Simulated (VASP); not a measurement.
# MnO (F-43m) in VASP: further runs

Aim: see how the results for MnO move with the level of theory and the settings. Levels: PBE0, PBE-based screened hybrid with 25 % exact exchange. Tasks: single point.

All numbers are computed with VASP 6.6.1; they aren't measurements. Logs are shortened: lines on timing, memory, paths and dates and some standing lists are left out, and cuts for length are marked.

### 1 The cell of the first run

Symmetry: F-43m, No. 216, cubic system. The conventional cell has a = 4.785 Å, b = 4.785 Å, c = 4.785 Å, α = 90.00°, β = 90.00°, γ = 90.00°. Within 2.7 Å of Mn (site symmetry -43m) lie 4 O at 2.07 Å. O (site symmetry -43m) has 4 Mn at 2.07 Å within 2.7 Å.

### 2 Single point, PBE0, collinear spin, ferromagnetic start

The input, POSCAR:

```
MnO
1.0
    0.0000000000      2.3926634707      2.3926634707
    2.3926634707      0.0000000000      2.3926634707
    2.3926634707      2.3926634707      0.0000000000
Mn O
1 1
Direct
    0.0000000000      0.0000000000      0.0000000000
    0.2500000000      0.2500000000      0.2500000000
```

The input, INCAR.step1:

```
PREC     = Accurate       # precision mode
ENCUT    = 520            # plane-wave cutoff, eV
EDIFF    = 1E-5           # SCF threshold, eV
ISMEAR   = -1             # smearing method
SIGMA    = 0.05           # smearing width, eV
LREAL    = F              # projectors in reciprocal space
LASPH    = T              # aspherical terms in the spheres
NELM     = 150            # most SCF steps
ALGO     = Normal         # electronic algorithm
ISIF     = 2              # what is computed and relaxed
LWAVE    = T              # write WAVECAR
LCHARG   = F              # write CHGCAR
ISPIN    = 2              # spin polarisation
MAGMOM   = 4 0            # initial moments
LORBIT   = 11             # projections on sites
LMAXMIX  = 4              # l up to which the mixer works
GGA      = PE             # functional
NBANDS   = 20             # bands
```

The input, INCAR.step2:

```
PREC     = Accurate       # precision mode
ENCUT    = 520            # plane-wave cutoff, eV
EDIFF    = 1E-6           # SCF threshold, eV
ISMEAR   = -1             # smearing method
SIGMA    = 0.05           # smearing width, eV
LREAL    = F              # projectors in reciprocal space
LASPH    = T              # aspherical terms in the spheres
NELM     = 150            # most SCF steps
ALGO     = Normal         # electronic algorithm
ISIF     = 2              # what is computed and relaxed
LWAVE    = F              # write WAVECAR
LCHARG   = F              # write CHGCAR
ISPIN    = 2              # spin polarisation
MAGMOM   = 4 0            # initial moments
LORBIT   = 11             # projections on sites
LMAXMIX  = 4              # l up to which the mixer works
GGA      = PE             # functional
LHFCALC  = T              # exact exchange
AEXX     = 0.25           # exact-exchange fraction
PRECFOCK = Normal       
ISTART   = 1            
NBANDS   = 20             # bands
```

The input, KPOINTS:

```
Automatic mesh
0
Gamma
  5 5 5
```

Potentials or basis: VASP PAW PBE potentials, release 64 (Mn_pv, O).

Started as:

```console
$ cat potpaw_PBE.64/Mn_pv/POTCAR potpaw_PBE.64/O/POTCAR > POTCAR
$ cp INCAR.step1 INCAR
$ mpirun -np 1 vasp_std > vasp.out
$ cp INCAR.step2 INCAR
$ mpirun -np 1 vasp_std > vasp.out
```

OUTCAR:

```text
PREC = Accurate
   ENCUT = 520
   EDIFF = 1E-6
   ISMEAR = -1
   LREAL = F
   LASPH = T
   NELM = 150
   ISIF = 2
   ISPIN = 2
   LORBIT = 11
   GGA = PE
   LHFCALC = T
   AEXX = 0.25
   PRECFOCK = Normal
   ISTART = 1

 ion  position               nearest neighbor table
   1  0.000  0.000  0.000-   2 2.07   2 2.07   2 2.07   2 2.07
   2  0.250  0.250  0.250-   1 2.07   1 2.07   1 2.07   1 2.07

  LATTYP: Found a face centered cubic cell.
 ALAT       =     4.7853269414

  Lattice vectors:

 A1 = (   0.0000000000,   2.3926634707,   2.3926634707)
 A2 = (   2.3926634707,   0.0000000000,   2.3926634707)
 A3 = (   2.3926634707,   2.3926634707,   0.0000000000)

Analysis of symmetry for initial positions (statically):
=====================================================================
 Subroutine PRICEL returns:
 Original cell was already a primitive cell.

 Routine SETGRP: Setting up the symmetry group for a
 face centered cubic supercell.

 Subroutine GETGRP returns: Found 24 space group operations
 (whereof 24 operations were pure point group operations)
 out of a pool of 48 trial point group operations.

The static configuration has the point symmetry T_d .

Analysis of symmetry for dynamics (positions and initial velocities):
=====================================================================
 Subroutine PRICEL returns:
 Original cell was already a primitive cell.

 Routine SETGRP: Setting up the symmetry group for a
 face centered cubic supercell.

 Subroutine GETGRP returns: Found 24 space group operations
 (whereof 24 operations were pure point group operations)
 out of a pool of 48 trial point group operations.

The dynamic configuration has the point symmetry T_d .

Analysis of structural, dynamic, and magnetic symmetry:
=====================================================================
 Subroutine PRICEL returns:
 Original cell was already a primitive cell.

 Routine SETGRP: Setting up the symmetry group for a
 face centered cubic supercell.

 Subroutine GETGRP returns: Found 24 space group operations
 (whereof 24 operations were pure point group operations)
 out of a pool of 48 trial point group operations.

The overall configuration has the point symmetry T_d .

 Subroutine INISYM returns: Found 24 space group operations
 (whereof 24 operations are pure point group operations),
 and found     1 'primitive' translations

----------------------------------------------------------------------------------------

                                     Primitive cell

  volume of cell :      27.3952

  direct lattice vectors                    reciprocal lattice vectors
     0.000000000  2.392663471  2.392663471    -0.208972138  0.208972138  0.208972138
     2.392663471  0.000000000  2.392663471     0.208972138 -0.208972138  0.208972138
     2.392663471  2.392663471  0.000000000     0.208972138  0.208972138 -0.208972138

  length of vectors
     3.383737130  3.383737130  3.383737130     0.361950360  0.361950360  0.361950360

  position of ions in fractional coordinates (direct lattice)
     0.000000000  0.000000000  0.000000000
     0.250000000  0.250000000  0.250000000

  ion indices of the primitive-cell ions
   primitive index   ion index
                 1           1
                 2           2

----------------------------------------------------------------------------------------

 KPOINTS: Automatic mesh

Automatic generation of k-mesh.
 Grid dimensions read from file:
 generate k-points for:    5    5    5

 Generating k-lattice:

  Cartesian coordinates                     Fractional coordinates (reciprocal lattice)
    -0.041794428  0.041794428  0.041794428     0.200000000  0.000000000  0.000000000
     0.041794428 -0.041794428  0.041794428     0.000000000  0.200000000  0.000000000
     0.041794428  0.041794428 -0.041794428     0.000000000  0.000000000  0.200000000

  Length of vectors
     0.072390072  0.072390072  0.072390072

  Shift w.r.t. Gamma in fractional coordinates (k-lattice)
     0.000000000  0.000000000  0.000000000

 Subroutine IBZKPT returns following result:
 ===========================================

 Found     10 irreducible k-points:

 Following reciprocal coordinates:
            Coordinates               Weight
  0.000000  0.000000  0.000000      1.000000
  0.200000  0.000000  0.000000      8.000000
  0.400000  0.000000  0.000000      8.000000
  0.200000  0.200000  0.000000      6.000000
  0.400000  0.200000  0.000000     24.000000
 -0.400000  0.200000  0.000000     24.000000
 -0.200000  0.200000  0.000000     12.000000
  0.400000  0.400000  0.000000      6.000000
 -0.400000  0.400000  0.000000     12.000000
 -0.400000  0.400000  0.200000     24.000000
   k-points           NKPTS =     10   k-points in BZ     NKDIM =    125   number of bands    NBANDS=     20
   number of dos      NEDOS =    301   number of ions     NIONS =      2
   total plane-waves  NPLWV =  21952
[... 30 lines left out ...]
   ISMEAR =    -1;   SIGMA  =   0.05  broadening in eV -4-tet -1-fermi 0-gaus
   EFERMI_NEDOS =   21; number of points for ismear=-14 and -15
   IALGO  =     38    algorithm
   IMIX   =      1    mixing-type and parameters
     AMIX     =   0.40;   BMIX     =  1.00
     AMIX_MAG =   1.60;   BMIX_MAG =  1.00
  volume/ion in A,a.u.               =      13.70        92.44
  Fermi-wavevector in a.u.,A,eV,Ry     =   1.449109  2.738419 28.571107  2.099917
  Thomas-Fermi vector in A             =   2.566873
   LORBIT       =     11    0 simple, 1 ext, 2 COOP (PROOUT), +10 PAW based schemes
   GGA     = PE    functional components
   LHFCALC =     T    Hartree Fock is set to
   PRECFOCK=normal    Normal, Fast or Accurate (Low or Medium for compatibility)
   ENCUT4O =  -1.0   cutoff for four orbital integrals eV
   NKREDX  =     1    reduce k-point grid by
   NKREDY  =     1    reduce k-point grid by
   NKREDZ  =     1    reduce k-point grid by
   AEXX    =    0.2500 exact exchange contribution
   HFSCREEN=    0.0000 screening length (either q_TF or 0.3 A-1)
   HFSCREENC=   0.0000 screening length for correlation (either q_TF or 0.3 A-1)
   ENCUTFOCK=  -1.0 apply spherical cutoff to Coloumb kernel
   IVDW    =     0    specifies the selected vdW correction
   LEPSILON=     F    determine dielectric tensor
   LRPA    =     F    only Hartree local field effects (RPA)
 spin polarized calculation
  energy-cutoff  :      520.00
  volume of cell :       27.40
 maximum number of plane-waves:       750
 NGX is ok and might be reduce to    28
  NGX = 20; NGY = 20; NGZ = 20

 number of electron      19.0000003 magnetization       5.0005104

 Free energy of the ion-electron system (eV)
  ---------------------------------------------------
  ext. energy  EPLUGINS =         0.00000000
  ---------------------------------------------------
  free energy    TOTEN  =       -25.42216992 eV

  energy without entropy =      -25.42216942  energy(sigma->0) =      -25.42216967

 E-fermi :   4.2329     XC(G=0):  -8.1536

 val. band max:        3.6852373174   @ k =   0.0000   0.0000   0.0000
 cond. band min:       4.7242680596   @ k =   0.0000   0.0000   0.0000
 fundamental gap:      1.0390307422
 Fermi energy:         4.2329178781

 spin component 1

 k-point     1 :       0.0000    0.0000    0.0000
  band No.  band energies     occupation
      1     -49.9904      1.00000
      2     -49.9904      1.00000
      3     -49.9904      1.00000
      4     -17.1556      1.00000
      5      -2.6826      1.00000
      6      -2.6826      1.00000
[... 12 lines left out ...]
     19      23.7300      0.00000
[... 190 lines left out ...]
      3     -50.0001      1.00000
      4     -16.5752      1.00000
      5      -2.9637      1.00000
      6      -2.2020      1.00000
[... 12 lines left out ...]
     19      27.3791      0.00000
     20      28.7489      0.00000
 Fermi energy:         4.2329178781

 spin component 2

 k-point     1 :       0.0000    0.0000    0.0000
  band No.  band energies     occupation
      1     -43.2806      1.00000
      2     -43.2806      1.00000
      3     -43.2806      1.00000
      4     -16.6658      1.00000
      5      -0.5145      1.00000
      6      -0.5145      1.00000
[... 12 lines left out ...]
     19      25.4565      0.00000
[... 191 lines left out ...]
      4     -16.0708      1.00000
      5      -1.6630      1.00000
      6      -0.9469      1.00000
[... 12 lines left out ...]
     19      28.5088      0.00000
     20      29.5129      0.00000

------------------------ aborting loop because EDIFF is reached ----------------------------------------

  FORCE on cell =-STRESS in cart. coord.  units (eV):
  Direction    XX          YY          ZZ          XY          YZ          ZX
  --------------------------------------------------------------------------------------
  -------------------------------------------------------------------------------------
  Total        0.0892284      0.0892284      0.0892284     -0.0000000     -0.0000000     -0.0000000
  in kB        5.2184166      5.2184166      5.2184166     -0.0000000     -0.0000000     -0.0000000
  external PRESSURE =       5.2184166 kB  Pullay stress =       0.0000000 kB

 VOLUME and BASIS-vectors are now :
 -----------------------------------------------------------------------------
  energy-cutoff  :      520.00
  volume of cell :       27.40
      direct lattice vectors                 reciprocal lattice vectors
     0.000000000  2.392663471  2.392663471    -0.208972138  0.208972138  0.208972138
     2.392663471  0.000000000  2.392663471     0.208972138 -0.208972138  0.208972138
     2.392663471  2.392663471  0.000000000     0.208972138  0.208972138 -0.208972138

 POSITION                                       TOTAL-FORCE (eV/Angst)
 -----------------------------------------------------------------------------------
      0.00000      0.00000      0.00000         0.000000      0.000000      0.000000
      1.19633      1.19633      1.19633        -0.000000     -0.000000     -0.000000
 -----------------------------------------------------------------------------------
    total drift:                                0.000002      0.000003      0.000001

  FREE ENERGIE OF THE ION-ELECTRON SYSTEM (eV)
  ---------------------------------------------------
  free  energy   TOTEN  =       -25.4221699175 eV

  energy  without entropy=      -25.4221694225  energy(sigma->0) =      -25.42216967

 total charge

# of ion       s       p       d       tot
------------------------------------------
    1        0.227   6.217   4.934  11.377
    2        1.551   3.500   0.000   5.051
--------------------------------------------------
tot          1.778   9.717   4.934  16.429

 magnetization (x)

# of ion       s       p       d       tot
------------------------------------------
    1        0.026   0.049   4.473   4.549
    2        0.013   0.139   0.000   0.153
--------------------------------------------------
tot          0.040   0.189   4.473   4.702
```

Run time: 11 min. Hardware: 1 thread of Intel Xeon 6975P-C (Granite Rapids), shared host; peak memory 0.18 GiB.

What came out:

```
Free energy                                           : -25.4222 eV
Pressure                                              : 0.5 GPa
Band gap on the k mesh                                : 1.04 eV
Net moment                                            : 5.00 μB per cell
Site moments                                          : Mn +4.55; O +0.15 μB
Valence electrons inside the program's atomic spheres : Mn 11.38; O 5.05
```

Levels at points of the mesh, in eV from the valence-band top:
Spin up:
| k point | band 8 | band 9 | band 10 | band 11 | band 12 | band 13 | band 14 | band 15 | band 16 | band 17 |
| --- | --- | --- | --- | --- | --- | --- | --- | --- | --- | --- |
| (0.00, 0.00, 0.00) | -3.51 | -3.51 | 0.00 | 0.00 | 0.00 | 1.04 | 15.01 | 15.01 | 15.01 | 19.86 |
Spin down:
```csv
k point,band 4,band 5,band 6,band 7,band 8,band 9,band 10,band 11
"(0.00, 0.00, 0.00)",-20.35,-4.20,-4.20,-4.20,2.36,5.87,5.87,7.79
```

Caveat: the k points lie up to 0.45 Å⁻¹ apart; the PAW data sets were made with another functional, which shifts forces and pressure a little; a cell with one magnetic atom can't hold antiferromagnetic order, which such compounds often take.

[end of part 1 of 2]
